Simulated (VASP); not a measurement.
# Sn (P6/mmm) in VASP: notebook

The runs below take Sn through single point, with BLYP.

Everything below comes from runs of VASP 6.6.1. Logs are shortened: lines on timing, memory, paths and dates and some standing lists are left out, and cuts for length are marked.

### Step 1. The cell of the first run

The structure is hexagonal, space group P6/mmm (No. 191). The conventional cell has a = 5.845 Å, b = 5.845 Å, c = 3.396 Å, α = 90.00°, β = 90.00°, γ = 120.00°. Sn (site symmetry 6/mmm) has 14 Sn at 3.40 to 3.78 Å within 4.5 Å. Within 4.4 Å of Sn (site symmetry -6m2) lie 11 Sn at 3.37 to 3.78 Å.

### Step 2. Single point, BLYP (volume scaled by 1.08)

INCAR reads:

```
  PREC = Accurate
  ENCUT = 520
  EDIFF = 1E-6
  ISMEAR = -1
  SIGMA = 0.1
  LREAL = F
  LASPH = T
  NELM = 80
  ALGO = Normal
  ISIF = 2
  LWAVE = F
  LCHARG = F
  GGA = B5
  ALDAX = 1.0
  AGGAX = 1.0
  AGGAC = 1.0
  ALDAC = 0.0
  NBANDS = 28
```

KPOINTS reads:

```
Automatic mesh
0
Gamma
  7 7 11
```

POSCAR reads:

```
Sn
1.0
    5.8450292505      0.0000000000      0.0000000000
   -2.9225146253      5.0619438168      0.0000000000
    0.0000000000      0.0000000000      3.3956967310
Sn
3
Direct
    1.0000000000      1.0000000000      0.0000000000
    0.3333333333      0.6666666667      0.5000000000
    0.6666666667      0.3333333333      0.5000000000
```

Potentials or basis: VASP PAW PBE potentials, release 64 (Sn_d).

Started as:

```
$ cat potpaw_PBE.64/Sn_d/POTCAR > POTCAR
$ mpirun -np 1 vasp_std > vasp.out
```

OUTCAR:

```text
PREC = Accurate
   ENCUT = 520
   EDIFF = 1E-6
   ISMEAR = -1
   LREAL = F
   LASPH = T
   NELM = 80
   ISIF = 2
   GGA = B5

 ion  position               nearest neighbor table
   1  0.000  0.000  0.000-
   2  0.333  0.667  0.500-   3 3.37   3 3.37   3 3.37
   3  0.667  0.333  0.500-   2 3.37   2 3.37   2 3.37

  LATTYP: Found a hexagonal cell.
 ALAT       =     5.8450292505
 C/A-ratio  =     0.5809546172

  Lattice vectors:

 A1 = (   5.8450292505,   0.0000000000,   0.0000000000)
 A2 = (  -2.9225146253,   5.0619438168,   0.0000000000)
 A3 = (   0.0000000000,   0.0000000000,   3.3956967310)

Analysis of symmetry for initial positions (statically):
=====================================================================
 Subroutine PRICEL returns:
 Original cell was already a primitive cell.

 Routine SETGRP: Setting up the symmetry group for a
 hexagonal supercell.

 Subroutine GETGRP returns: Found 24 space group operations
 (whereof 24 operations were pure point group operations)
 out of a pool of 24 trial point group operations.

The static configuration has the point symmetry D_6h.

Analysis of symmetry for dynamics (positions and initial velocities):
=====================================================================
 Subroutine PRICEL returns:
 Original cell was already a primitive cell.

 Routine SETGRP: Setting up the symmetry group for a
 hexagonal supercell.

 Subroutine GETGRP returns: Found 24 space group operations
 (whereof 24 operations were pure point group operations)
 out of a pool of 24 trial point group operations.

The dynamic configuration has the point symmetry D_6h.

 Subroutine INISYM returns: Found 24 space group operations
 (whereof 24 operations are pure point group operations),
 and found     1 'primitive' translations

----------------------------------------------------------------------------------------

                                     Primitive cell

  volume of cell :     100.4692

  direct lattice vectors                    reciprocal lattice vectors
     5.845029250  0.000000000  0.000000000     0.171085542  0.098776284  0.000000000
    -2.922514625  5.061943817  0.000000000     0.000000000  0.197552568  0.000000000
     0.000000000  0.000000000  3.395696731     0.000000000  0.000000000  0.294490374

  length of vectors
     5.845029250  5.845029251  3.395696731     0.197552568  0.197552568  0.294490374

  position of ions in fractional coordinates (direct lattice)
     0.000000000  0.000000000  0.000000000
     0.333333333  0.666666667  0.500000000
     0.666666667  0.333333333  0.500000000

  ion indices of the primitive-cell ions
   primitive index   ion index
                 1           1
                 2           2
                 3           3

----------------------------------------------------------------------------------------

 KPOINTS: Automatic mesh

Automatic generation of k-mesh.
 Grid dimensions read from file:
 generate k-points for:    7    7   11

 Generating k-lattice:

  Cartesian coordinates                     Fractional coordinates (reciprocal lattice)
     0.024440792  0.014110898  0.000000000     0.142857143  0.000000000  0.000000000
     0.000000000  0.028221795  0.000000000     0.000000000  0.142857143  0.000000000
     0.000000000  0.000000000  0.026771852     0.000000000  0.000000000  0.090909091

  Length of vectors
     0.028221795  0.028221795  0.026771852

  Shift w.r.t. Gamma in fractional coordinates (k-lattice)
     0.000000000  0.000000000  0.000000000

 Subroutine IBZKPT returns following result:
 ===========================================

 Found     48 irreducible k-points:

 Following reciprocal coordinates:
            Coordinates               Weight
  0.000000  0.000000  0.000000      1.000000
  0.142857  0.000000  0.000000      6.000000
  0.285714 -0.000000  0.000000      6.000000
  0.428571 -0.000000  0.000000      6.000000
  0.142857  0.142857  0.000000      6.000000
  0.285714  0.142857  0.000000     12.000000
[... 16 lines left out ...]
  0.428571  0.142857  0.181818     12.000000
  0.285714  0.285714  0.181818     12.000000
 [... further k-points ...]
   k-points           NKPTS =     48   k-points in BZ     NKDIM =     48   number of bands    NBANDS=     28
   number of dos      NEDOS =    301   number of ions     NIONS =      3
   total plane-waves  NPLWV =  64512
   dimension x,y,z NGX =    48 NGY =   48 NGZ =   28
   dimension x,y,z NGXF=    96 NGYF=   96 NGZF=   56
   ions per type =               3
   NGX,Y,Z   is equivalent  to a cutoff of  13.65, 13.65, 13.71 a.u.
   NGXF,Y,Z  is equivalent  to a cutoff of  27.30, 27.30, 27.42 a.u.
 SYSTEM =  unknown system
   PREC   = accura    normal or accurate (medium, high low for compatibility)
   ISTART =      0    job   : 0-new  1-cont  2-samecut
   ICHARG =      2    charge: 1-file 2-atom 10-const
   ISPIN  =      1    spin polarized calculation?
   LNONCOLLINEAR =      F non collinear calculations
   LSORBIT =      F    spin-orbit coupling
   LASPH  =      T    aspherical Exc in radial PAW
   ENCUT  =  520.0 eV  38.22 Ry    6.18 a.u.  10.87 10.87  6.31*2*pi/ulx,y,z
   NELM   =     80;   NELMIN=  2; NELMDL= -5     # of ELM steps
   EDIFF  = 0.1E-05   stopping-criterion for ELM
   LREAL  =      F    real-space projection
   EDIFFG = 0.1E-04   stopping-criterion for IOM
   NSW    =      0    number of steps for IOM
   IBRION =     -1    ionic relax: 0-MD 1-quasi-New 2-CG
   NFREE  =      0    steps in history (QN), initial steepest desc. (CG)
   ISIF   =      2    stress and relaxation
   ISYM   =      2    0-nonsym 1-usesym 2-fastsym
   POTIM  = 0.5000    time-step for ionic-motion
   TEBEG  =    0.0;   TEEND  =   0.0 temperature during run
   PSTRESS=    0.0 pullay stress
   NELECT =      42.0000    total number of electrons
   NUPDOWN=      -1.0000    fix difference up-down
   EMIN   =  10.00;   EMAX   =-10.00  energy-range for DOS
   EFERMI =   0.00;   METHOD = LEGACY
   ISMEAR =    -1;   SIGMA  =   0.10  broadening in eV -4-tet -1-fermi 0-gaus
   EFERMI_NEDOS =   21; number of points for ismear=-14 and -15
   IALGO  =     38    algorithm
   IMIX   =      4    mixing-type and parameters
     AMIX     =   0.40;   BMIX     =  1.00
     AMIX_MAG =   1.60;   BMIX_MAG =  1.00
  volume/ion in A,a.u.               =      33.49       226.00
  Fermi-wavevector in a.u.,A,eV,Ry     =   1.224091  2.313196 20.386946  1.498398
  Thomas-Fermi vector in A             =   2.359178
   LORBIT       =      0    0 simple, 1 ext, 2 COOP (PROOUT), +10 PAW based schemes
   GGA     = B5    functional components
   LHFCALC =     F    Hartree Fock is set to
   AEXX    =    0.0000 exact exchange contribution
   IVDW    =     0    specifies the selected vdW correction
   LEPSILON=     F    determine dielectric tensor
   LRPA    =     F    only Hartree local field effects (RPA)
 non-spin polarized calculation
  energy-cutoff  :      520.00
  volume of cell :      100.47
 maximum number of plane-waves:      2737
 NGX is ok and might be reduce to    48
   NGX = 21   NGY = 21   NGZ = 13

 number of electron      41.9999991 magnetization

 Free energy of the ion-electron system (eV)
  ---------------------------------------------------
  ext. energy  EPLUGINS =         0.00000000
  ---------------------------------------------------
  free energy    TOTEN  =        -8.80734204 eV

  energy without entropy =       -8.73525285  energy(sigma->0) =       -8.77129744

 E-fermi :   6.2423     XC(G=0):  -8.8088

 val. band max:        6.2413802925   @ k =   0.1429   0.0000   0.4545
 cond. band min:       6.2460308406   @ k =   0.2857   0.2857   0.0909
 fundamental gap:      0.0046505481
 Fermi energy:         6.2422832770

 k-point     1 :       0.0000    0.0000    0.0000
  band No.  band energies     occupation
      1     -15.4025      2.00000
      2     -15.3623      2.00000
      3     -15.3623      2.00000
      4     -15.3160      2.00000
      5     -15.3160      2.00000
      6     -15.1719      2.00000
[... 20 lines left out ...]
     27      12.8611      0.00000
     28      13.1885      0.00000

 k-point     2 :       0.1429    0.0000    0.0000
  band No.  band energies     occupation
      1     -15.4025      2.00000
      2     -15.3625      2.00000
      3     -15.3624      2.00000
      4     -15.3161      2.00000
      5     -15.3158      2.00000
      6     -15.1709      2.00000
[... 20 lines left out ...]
     27      12.6925      0.00000
     28      13.2959      0.00000

 k-point     3 :       0.2857   -0.0000    0.0000
  band No.  band energies     occupation
      1     -15.4023      2.00000
      2     -15.3630      2.00000
      3     -15.3629      2.00000
      4     -15.3162      2.00000
      5     -15.3156      2.00000
      6     -15.1677      2.00000
[... 20 lines left out ...]
     27      12.4179      0.00000
     28      13.6092      0.00000

 k-point     4 :       0.4286   -0.0000    0.0000
  band No.  band energies     occupation
      1     -15.4021      2.00000
      2     -15.3635      2.00000
      3     -15.3635      2.00000
      4     -15.3164      2.00000
      5     -15.3153      2.00000
      6     -15.1627      2.00000
[... 20 lines left out ...]
     27      12.2538      0.00000
     28      13.6133      0.00000

 k-point     5 :       0.1429    0.1429    0.0000
  band No.  band energies     occupation
      1     -15.4023      2.00000
      2     -15.3629      2.00000
      3     -15.3627      2.00000
      4     -15.3161      2.00000
      5     -15.3157      2.00000
      6     -15.1688      2.00000
[... 20 lines left out ...]
     27      12.3809      0.00000
     28      13.5043      0.00000

 k-point     6 :       0.2857    0.1429    0.0000
  band No.  band energies     occupation
      1     -15.4021      2.00000
      2     -15.3635      2.00000
      3     -15.3633      2.00000
      4     -15.3162      2.00000
      5     -15.3155      2.00000
      6     -15.1645      2.00000
[... 463 lines left out ...]
      5     -15.3291      2.00000
      6     -15.1330      2.00000
[... 20 lines left out ...]
     27      11.1118      0.00000
     28      14.1776      0.00000

 k-point    22 :       0.2857    0.1429    0.1818
  band No.  band energies     occupation
      1     -15.3636      2.00000
      2     -15.3622      2.00000
      3     -15.3618      2.00000
      4     -15.3292      2.00000
      5     -15.3286      2.00000
      6     -15.1339      2.00000
[... 20 lines left out ...]
     27      10.5712      0.00000
     28      13.9684      0.00000

 k-point    23 :       0.4286    0.1429    0.1818
  band No.  band energies     occupation
      1     -15.3636      2.00000
      2     -15.3622      2.00000
      3     -15.3619      2.00000
      4     -15.3292      2.00000
      5     -15.3283      2.00000
      6     -15.1360      2.00000
[... 20 lines left out ...]
     27      10.0407      0.00000
     28      13.7137      0.00000

 k-point    24 :       0.2857    0.2857    0.1818
  band No.  band energies     occupation
      1     -15.3635      2.00000
      2     -15.3622      2.00000
      3     -15.3620      2.00000
      4     -15.3288      2.00000
      5     -15.3285      2.00000
      6     -15.1382      2.00000
[... 20 lines left out ...]
     27      10.5439      0.00000
     28      14.2047      0.00000

 [... further k-points ...]
[... 5 lines left out ...]
  --------------------------------------------------------------------------------------
  -------------------------------------------------------------------------------------
  Total       -1.5206519     -1.5206519     -1.2147810      0.0000000      0.0000000     -0.0000000
  in kB      -24.2497629    -24.2497629    -19.3720540      0.0000000      0.0000000     -0.0000000
  external PRESSURE =     -22.6238599 kB  Pullay stress =       0.0000000 kB

 VOLUME and BASIS-vectors are now :
 -----------------------------------------------------------------------------
  energy-cutoff  :      520.00
  volume of cell :      100.47
      direct lattice vectors                 reciprocal lattice vectors
     5.845029250  0.000000000  0.000000000     0.171085542  0.098776284  0.000000000
    -2.922514625  5.061943817  0.000000000     0.000000000  0.197552568  0.000000000
     0.000000000  0.000000000  3.395696731     0.000000000  0.000000000  0.294490374

 POSITION                                       TOTAL-FORCE (eV/Angst)
 -----------------------------------------------------------------------------------
      0.00000      0.00000      0.00000        -0.000000      0.000000      0.000000
     -0.00000      3.37463      1.69785        -0.000000     -0.000000      0.000000
      2.92251      1.68731      1.69785         0.000000      0.000000      0.000000
 -----------------------------------------------------------------------------------
    total drift:                               -0.000000      0.000000     -0.000000

  FREE ENERGIE OF THE ION-ELECTRON SYSTEM (eV)
  ---------------------------------------------------
  free  energy   TOTEN  =        -8.8073420421 eV

  energy  without entropy=       -8.7352528463  energy(sigma->0) =       -8.77129744
```

It took 5.6 min on 1 thread of AMD EPYC 7R13, shared host; peak memory 0.26 GiB.

Results:

```yaml
Free_energy: -8.8073 eV
Pressure: -2.3 GPa
Band_gap_on_the_k_mesh: zero (band 21 reaches 7.76 eV, above the bottom of band 22 at 4.40 eV)
```

Levels at points of the mesh, in eV from the Fermi level:
```csv
k point,band 18,band 19,band 20,band 21,band 22,band 23,band 24,band 25
"(0.00, 0.00, 0.00)",-5.82,-1.92,-1.92,-1.84,-1.84,3.23,5.72,5.72
```

Caveat: the cell differs from its parent crystal (volume scaled by 1.08); the PAW data sets were made with another functional, which shifts forces and pressure a little; spin-orbit coupling is left out, which moves the levels of the heavy elements.

### Step 3. Single point, BLYP (volume scaled by 1.12)

INCAR reads:

```
SYSTEM = Sn
AGGAC = 1.0
AGGAX = 1.0
ALDAC = 0.0
ALDAX = 1.0
ALGO = Normal
EDIFF = 1E-7
ENCUT = 520
GGA = B5
ISIF = 2
ISMEAR = -1
LASPH = .TRUE.
LCHARG = .TRUE.
LELF = .TRUE.
LREAL = .FALSE.
LVHAR = .TRUE.
LWAVE = .FALSE.
NBANDS = 28
NELM = 60
PREC = Accurate
SIGMA = 0.1
```

KPOINTS reads:

```
k-points
0
G
  7 7 11
  0 0 0
```

POSCAR reads:

```
Sn
1.0
    5.9163171208      0.0000000000      0.0000000000
   -2.9581585604      5.1236809234      0.0000000000
    0.0000000000      0.0000000000      3.4371117484
Sn
3
Direct
    1.0000000000      1.0000000000      0.0000000000
    0.3333333333      0.6666666667      0.5000000000
    0.6666666667      0.3333333333      0.5000000000
```

Potentials or basis: VASP PAW PBE potentials, release 64 (Sn_d).

Started as:

```
$ cat potpaw_PBE.64/Sn_d/POTCAR > POTCAR
$ mpirun -np 1 vasp_std > vasp.out
```

It took 6 min on 1 thread of AMD EPYC 7R13, shared host; peak memory 0.26 GiB.

Results (log left out):

```
Free energy            : -8.7471 eV
Pressure               : -3.0 GPa
Band gap on the k mesh : zero (band 21 reaches 7.34 eV, above the bottom of band 22 at 4.14 eV)
```

Stress tensor (GPa, compression positive):
```
-3.13  0.00  0.00
 0.00 -3.13  0.00
 0.00  0.00 -2.81
```

Levels at points of the mesh, in eV from the Fermi level:
| k point | band 17 | band 18 | band 19 | band 20 | band 21 | band 22 | band 23 | band 24 | band 25 | band 26 |
| --- | --- | --- | --- | --- | --- | --- | --- | --- | --- | --- |
| (0.00, 0.00, 0.00) | -6.15 | -5.83 | -1.81 | -1.81 | -1.73 | -1.73 | 3.14 | 5.48 | 5.48 | 6.19 |

Caveat: the cell differs from its parent crystal (volume scaled by 1.12); the PAW data sets were made with another functional, which shifts forces and pressure a little; spin-orbit coupling is left out, which moves the levels of the heavy elements.

### Step 4. Single point, BLYP

This run uses another cell than the first one, of 31.01 Å³/atom, 0.926 times its volume.

INCAR reads:

```
AGGAC = 1.0 ; AGGAX = 1.0
ALDAC = 0.0 ; ALDAX = 1.0
ALGO = Normal ; EDIFF = 1E-6
ENCUT = 520 ; GGA = B5
ISIF = 2 ; ISMEAR = -1
LASPH = True ; LCHARG = True
LELF = True ; LREAL = False
LVHAR = True ; LWAVE = False
NBANDS = 28 ; NELM = 60
PREC = Accurate ; SIGMA = 0.1
```

KPOINTS reads:

```
k-points
0
Gamma
  9 9 13
```

POSCAR reads:

```
Sn
1.0
    5.6969897363      0.0000000000      0.0000000000
   -2.8484948681      4.9337378367      0.0000000000
    0.0000000000      0.0000000000      3.3096924917
Sn
3
Direct
    1.0000000000      1.0000000000      0.0000000000
    0.3333333333      0.6666666667      0.5000000000
    0.6666666667      0.3333333333      0.5000000000
```

Started as:

```
$ cat potpaw_PBE.64/Sn_d/POTCAR > POTCAR
$ mpirun -np 1 vasp_std > vasp.out
```

It took 7.9 min on 1 thread of AMD EPYC 7R13, shared host; peak memory 0.28 GiB.

Results (log left out):

| Item | Value |
| --- | --- |
| Free energy | -8.8831 eV |
| Pressure | -0.3 GPa |
| Band gap on the k mesh | zero (band 21 reaches 8.67 eV, above the bottom of band 22 at 4.98 eV) |

Stress tensor (GPa, compression positive):
```
-0.62  0.00  0.00
 0.00 -0.62  0.00
 0.00  0.00  0.28
```

Levels at points of the mesh, in eV from the Fermi level:
```
           k point  band 18  band 19  band 20  band 21  band 22  band 23  band 24  band 25
(0.00, 0.00, 0.00)    -5.81    -2.15    -2.15    -2.08    -2.08     3.42     6.27     6.27
```

Caveat: the PAW data sets were made with another functional, which shifts forces and pressure a little; spin-orbit coupling is left out, which moves the levels of the heavy elements.

### Step 5. The runs side by side

| cell | k mesh | gap on the mesh (eV) | pressure (GPa) |
| --- | --- | --- | --- |
| a = 5.845, b = 5.845, c = 3.396 Å, angles 90.0, 90.0, 120.0°, 3 atoms | 7 × 7 × 11 | none | -2.3 |
| a = 5.916, b = 5.916, c = 3.437 Å, angles 90.0, 90.0, 120.0°, 3 atoms | 7 × 7 × 11 | none | -3.0 |
| a = 5.697, b = 5.697, c = 3.310 Å, angles 90.0, 90.0, 120.0°, 3 atoms | 9 × 9 × 13 | none | -0.3 |

Alike in all rows: task single point; level BLYP; potentials or basis VASP PAW PBE potentials, release 64 (Sn_d); no spin polarisation; cutoff (eV) 520; smearing fermi-dirac 0.1 eV.

Caveats: the PAW data sets were made with another functional, which shifts forces and pressure a little; spin-orbit coupling is left out, which moves the levels of the heavy elements.

Total energies depend on the potentials used, so only differences within one code and one set of settings carry meaning.
